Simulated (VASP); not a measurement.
# Se (P6/mmm) in VASP: notebook, part 2 of 2

VASP 6.6.1.

## 4. Single point, PBE

This run uses another cell than the first one, of 12.62 Å³/atom.

Contents of INCAR:

```
PREC = Accurate
ENCUT = 520
EDIFF = 1E-6
ISMEAR = -1
SIGMA = 0.08
LREAL = F
LASPH = T
NELM = 100
ALGO = Normal
ISIF = 2
LWAVE = F
LCHARG = T
GGA = PE
LELF = T
LVHAR = T
NBANDS = 16
```

Contents of KPOINTS:

```
regular mesh
0
Gamma
  10 10 14
```

Contents of POSCAR:

```
Se
1.0
    4.2365517064      0.0000000000      0.0000000000
   -2.1182758532      3.6689614022      0.0000000000
    0.0000000000      0.0000000000      2.4360978708
Se
3
Direct
    0.0000000000      0.0000000000      0.0000000000
    0.3333333333      0.6666666667      0.5000000000
    0.6666666667      0.3333333333      0.5000000000
```

Potentials or basis: VASP PAW PBE potentials, release 64 (Se).

The run is started by

```
> cat potpaw_PBE.64/Se/POTCAR > POTCAR
> mpirun -np 1 vasp_std > vasp.out
```

OUTCAR:

```text
PREC = Accurate
   ENCUT = 520
   EDIFF = 1E-6
   ISMEAR = -1
   LREAL = F
   LASPH = T
   NELM = 100
   ISIF = 2
   GGA = PE

 ion  position               nearest neighbor table
   1  0.000  0.000  0.000-   2 2.73   3 2.73   2 2.73   3 2.73   3 2.73   3 2.73   2 2.73   2 2.73
                             3 2.73   3 2.73   2 2.73   2 2.73
   2  0.333  0.667  0.500-   3 2.45   3 2.45   3 2.45   1 2.73   1 2.73   1 2.73   1 2.73   1 2.73
                             1 2.73
   3  0.667  0.333  0.500-   2 2.45   2 2.45   2 2.45   1 2.73   1 2.73   1 2.73   1 2.73   1 2.73
                             1 2.73

  LATTYP: Found a hexagonal cell.
 ALAT       =     4.2365517064
 C/A-ratio  =     0.5750190343

  Lattice vectors:

 A1 = (   4.2365517064,   0.0000000000,   0.0000000000)
 A2 = (  -2.1182758532,   3.6689614022,   0.0000000000)
 A3 = (   0.0000000000,   0.0000000000,   2.4360978708)

Analysis of symmetry for initial positions (statically):
=====================================================================
 Subroutine PRICEL returns:
 Original cell was already a primitive cell.

 Routine SETGRP: Setting up the symmetry group for a
 hexagonal supercell.

 Subroutine GETGRP returns: Found 24 space group operations
 (whereof 24 operations were pure point group operations)
 out of a pool of 24 trial point group operations.

The static configuration has the point symmetry D_6h.

Analysis of symmetry for dynamics (positions and initial velocities):
=====================================================================
 Subroutine PRICEL returns:
 Original cell was already a primitive cell.

 Routine SETGRP: Setting up the symmetry group for a
 hexagonal supercell.

 Subroutine GETGRP returns: Found 24 space group operations
 (whereof 24 operations were pure point group operations)
 out of a pool of 24 trial point group operations.

The dynamic configuration has the point symmetry D_6h.

 Subroutine INISYM returns: Found 24 space group operations
[... 119 lines left out ...]
     AMIX_MAG =   1.60;   BMIX_MAG =  1.00
  volume/ion in A,a.u.               =      12.62        85.18
  Fermi-wavevector in a.u.,A,eV,Ry     =   1.277661  2.414429 22.210380  1.632417
  Thomas-Fermi vector in A             =   2.410248
   LORBIT       =      0    0 simple, 1 ext, 2 COOP (PROOUT), +10 PAW based schemes
   GGA     = PE    functional components
   LHFCALC =     F    Hartree Fock is set to
   AEXX    =    0.0000 exact exchange contribution
   IVDW    =     0    specifies the selected vdW correction
   LEPSILON=     F    determine dielectric tensor
   LRPA    =     F    only Hartree local field effects (RPA)
 non-spin polarized calculation
  energy-cutoff  :      520.00
  volume of cell :       37.87
 maximum number of plane-waves:      1046
 NGX is ok and might be reduce to    32

 number of electron      18.0000000 magnetization

 Free energy of the ion-electron system (eV)
  ---------------------------------------------------
  ext. energy  EPLUGINS =         0.00000000
  ---------------------------------------------------
  free energy    TOTEN  =        -3.61221969 eV

  energy without entropy =       -3.58223821  energy(sigma->0) =       -3.59722895

 E-fermi :  12.9565     XC(G=0): -12.8899

 val. band max:       12.9486796522   @ k =   0.1000   0.1000   0.4286
 cond. band min:      12.9618596178   @ k =   0.4000   0.0000   0.2857
 fundamental gap:      0.0131799656
 Fermi energy:        12.9564798051

 k-point     1 :       0.0000    0.0000    0.0000
  band No.  band energies     occupation
      1      -9.1542      2.00000
      2      -1.0230      2.00000
      3      -0.9819      2.00000
      4       3.5939      2.00000
      5       3.5939      2.00000
      6       4.0803      2.00000
[... 433 lines left out ...]
      3      -2.9237      2.00000
      4       1.9201      2.00000
      5       7.4940      2.00000
      6       9.5562      2.00000
[... 8 lines left out ...]
     15      23.2199      0.00000
     16      24.0679      0.00000

 [... further k-points ...]

------------------------ aborting loop because EDIFF is reached ----------------------------------------

  FORCE on cell =-STRESS in cart. coord.  units (eV):
  Direction    XX          YY          ZZ          XY          YZ          ZX
  --------------------------------------------------------------------------------------
  -------------------------------------------------------------------------------------
  Total       24.5357862     24.5357862     25.7294301      0.0000000      0.0000000      0.0000000
  in kB     1038.1501592   1038.1501592   1088.6552281      0.0000000      0.0000000      0.0000000
  external PRESSURE =    1054.9851822 kB  Pullay stress =       0.0000000 kB

 VOLUME and BASIS-vectors are now :
 -----------------------------------------------------------------------------
  energy-cutoff  :      520.00
  volume of cell :       37.87
      direct lattice vectors                 reciprocal lattice vectors
     4.236551706  0.000000000  0.000000000     0.236041023  0.136278348  0.000000000
    -2.118275853  3.668961402  0.000000000     0.000000000  0.272556697  0.000000000
     0.000000000  0.000000000  2.436097871     0.000000000  0.000000000  0.410492539

 POSITION                                       TOTAL-FORCE (eV/Angst)
 -----------------------------------------------------------------------------------
      0.00000      0.00000      0.00000        -0.000000      0.000000      0.000000
     -0.00000      2.44597      1.21805        -0.000000      0.000000     -0.000000
      2.11828      1.22299      1.21805         0.000000      0.000000      0.000000
 -----------------------------------------------------------------------------------
    total drift:                               -0.000000      0.000000      0.000000

  FREE ENERGIE OF THE ION-ELECTRON SYSTEM (eV)
  ---------------------------------------------------
  free  energy   TOTEN  =        -3.6122196919 eV

  energy  without entropy=       -3.5822382147  energy(sigma->0) =       -3.59722895
```

OSZICAR:

```text
N       E                     dE             d eps       ncg     rms          rms(c)
DAV:   1     0.758879838583E+02    0.75888E+02   -0.85766E+03  3584   0.104E+03
DAV:   2    -0.857061934074E+00   -0.76745E+02   -0.73204E+02  4984   0.177E+02
DAV:   3    -0.365668689418E+01   -0.27996E+01   -0.27814E+01  4424   0.342E+01
DAV:   4    -0.366377029444E+01   -0.70834E-02   -0.70824E-02  4600   0.200E+00
DAV:   5    -0.366378378196E+01   -0.13488E-04   -0.13488E-04  4488   0.783E-02    0.154E+01
DAV:   6    -0.362151487215E+01    0.42269E-01   -0.62556E-02  4408   0.147E+00    0.941E+00
DAV:   7    -0.361227467909E+01    0.92402E-02   -0.15684E-02  3792   0.838E-01    0.518E-01
DAV:   8    -0.361223552233E+01    0.39157E-04   -0.33001E-04  4808   0.121E-01    0.751E-02
DAV:   9    -0.361221959129E+01    0.15931E-04   -0.11503E-04  4032   0.682E-02    0.143E-02
DAV:  10    -0.361221969188E+01   -0.10060E-06   -0.22370E-06  4824   0.103E-02
   1 F= -.36122197E+01 E0= -.35972290E+01  d E =-.299815E-01
```

stdout:

```text
POSCAR found type information on POSCAR Se
 POSCAR found :  1 types and       3 ions
 scaLAPACK will be used
 LDA part: xc-table for (Slater+PW92), standard interpolation
 POSCAR, INCAR and KPOINTS ok, starting setup
 FFT: planning ... GRIDC
 FFT: planning ... GRID_SOFT
 FFT: planning ... GRID
 WAVECAR not read
 entering main loop
```

Wall time 33 s (1 thread of Intel Xeon Platinum 8259CL at 2.50GHz (Skylake/Cascade Lake), shared host); peak memory 0.18 GiB.

What came out:

```
Free energy            : -3.6122 eV
Pressure               : 105.5 GPa
Band gap on the k mesh : zero (bands 9 and 10 overlap by 9.93 eV)
```

Stress tensor (GPa, compression positive):
```
103.82   0.00   0.00
  0.00 103.82   0.00
  0.00   0.00 108.87
```

Levels at points of the mesh, in eV from the Fermi level:
```tsv
k point	band 6	band 7	band 8	band 9	band 10	band 11	band 12	band 13
(0.00, 0.00, 0.00)	-8.88	-8.88	1.24	5.52	5.52	6.42	7.20	7.44
(0.50, 0.00, 0.00)	-3.73	-1.48	-1.13	0.51	3.58	3.77	6.33	6.46
(0.00, 0.00, 0.50)	-6.45	-5.85	-5.85	-3.28	-3.28	-2.21	-2.21	1.49
(0.50, 0.00, 0.50)	-8.01	-7.21	-4.33	-0.30	0.85	1.98	2.70	6.26
```

Caveat: the cell stands under pressure.

## 5. Relaxation of cell and atoms, PBE

This run uses another cell than the first one, of the same volume but with other edges.

Contents of INCAR:

```
PREC = Accurate ; ENCUT = 600
EDIFF = 1E-6 ; ISMEAR = -1
SIGMA = 0.08 ; LREAL = False
LASPH = True ; NELM = 100
ALGO = Normal ; ISIF = 3
LWAVE = False ; LCHARG = False
GGA = PE ; IBRION = 2
NSW = 60 ; EDIFFG = -0.005
```

Contents of KPOINTS:

```
regular mesh
0
Gamma
  8 8 11
```

Contents of POSCAR:

```
Se
1.0
    4.8956016906      0.0000000000      0.0000000000
   -2.4478008453      4.2397154309      0.0000000000
    0.0000000000      0.0000000000      3.0352730482
Se
3
Direct
    0.0000000000      0.0000000000      0.0000000000
    0.3333333333      0.6666666667      0.5000000000
    0.6666666667      0.3333333333      0.5000000000
```

The run is started by

```
> cat potpaw_PBE.64/Se/POTCAR > POTCAR
> mpirun -np 1 vasp_std > vasp.out
```

Run time: 8.3 min. Hardware: 1 thread of Intel Xeon Platinum 8259CL at 2.50GHz (Skylake/Cascade Lake), shared host; peak memory 0.23 GiB.

Results (log left out):

- Free energy: -8.8068 eV
- Relaxed volume: 21.03 Å³/atom
- Relaxed cell: a = 5.201 Å, b = 5.201 Å, c = 2.693 Å, α = 90.00°, β = 90.00°, γ = 120.00°
- Space group after relaxing (to 0.1 Å): P6/mmm (No. 191)
- Energy gained by relaxing: 51.8 meV/atom
- Ionic steps: 23
- Pressure after relaxing: 0.0 GPa
- Band gap on the k mesh: zero (bands 9 and 10 overlap by 4.11 eV)

The path:
| step | energy change (eV) | largest force (eV/Å) | pressure (GPa) | volume (Å³) |
| --- | --- | --- | --- | --- |
| 1 | 0.0000 | 0.0000 | -0.87 | 63.00 |
| 2 | -0.0037 | 0.0000 | 0.23 | 61.97 |
| 3 | -0.0037 | 0.0000 | 0.31 | 61.89 |
| 4 | -0.0089 | 0.0000 | 0.51 | 61.66 |
| 5 | -0.0344 | 0.0000 | 1.28 | 60.91 |
| 6 | -0.0990 | 0.0000 | 3.91 | 59.27 |
| 7 | 0.4818 | 0.0000 | 20.30 | 55.34 |
| 8 | -0.0994 | 0.0000 | 4.16 | 59.15 |
| 9 | -0.0999 | 0.0000 | 4.20 | 59.14 |
| 10 | -0.1011 | 0.0000 | 4.30 | 59.12 |
| 11 | -0.1018 | 0.0000 | 4.53 | 59.08 |
| 12 | -0.1033 | 0.0000 | 4.46 | 59.13 |
| 13 | -0.1075 | 0.0000 | 4.25 | 59.28 |
| 14 | -0.1153 | 0.0000 | 3.84 | 59.59 |
| 15 | -0.1287 | 0.0000 | 3.06 | 60.20 |
| 16 | -0.1469 | 0.0000 | 1.62 | 61.43 |
| 17 | -0.1534 | 0.0000 | -0.84 | 63.94 |
| 18 | -0.1553 | 0.0000 | -0.13 | 63.16 |
| 19 | -0.1553 | 0.0000 | -0.05 | 63.07 |
| 20 | -0.1553 | 0.0000 | -0.04 | 63.07 |
| 21 | -0.1554 | 0.0000 | -0.01 | 63.07 |
| 22 | -0.1555 | 0.0000 | 0.06 | 63.07 |
| 23 | -0.1555 | 0.0000 | 0.03 | 63.10 |

Final structure:
```
Se
1.0
     5.20133    0.00000    0.00000
    -2.60067    4.50449    0.00000
     0.00000    0.00000    2.69337
Se
3
Direct
  0.00000 0.00000 0.00000
  0.33333 0.66667 0.50000
  0.66667 0.33333 0.50000
```

Levels at points of the mesh, in eV from the Fermi level:
```tsv
k point	band 5	band 6	band 7	band 8	band 9	band 10	band 11	band 12	band 13
(0.00, 0.00, 0.00)	-4.99	-4.64	-4.64	1.77	1.77	2.81	4.65	4.92	8.60
(0.50, 0.00, 0.00)	-3.42	-3.14	-0.70	-0.65	-0.28	3.66	3.85	4.57	6.28
```

## 6. Summary

```csv
task,cell,k mesh,cutoff (eV),gap on the mesh (eV),pressure (GPa)
single point,"a = 5.201, b = 5.201, c = 2.694 Å, angles 90.0, 90.0, 120.0°, 3 atoms",8 × 8 × 11,520,none,0.0
single point,"a = 4.237, b = 4.237, c = 2.436 Å, angles 90.0, 90.0, 120.0°, 3 atoms",10 × 10 × 14,520,none,105.5
relaxation of cell and atoms,"relaxed from a = 4.896, b = 4.896, c = 3.035 Å, angles 90.0, 90.0, 120.0°, 3 atoms",8 × 8 × 11,600,none,0.0
```

Alike in all rows: level PBE; potentials or basis VASP PAW PBE potentials, release 64 (Se); no spin polarisation; smearing fermi-dirac 0.08 eV.

Caveats: the cell stands under pressure (at least some runs).

Absolute energies hang on the potentials; compare differences alone.
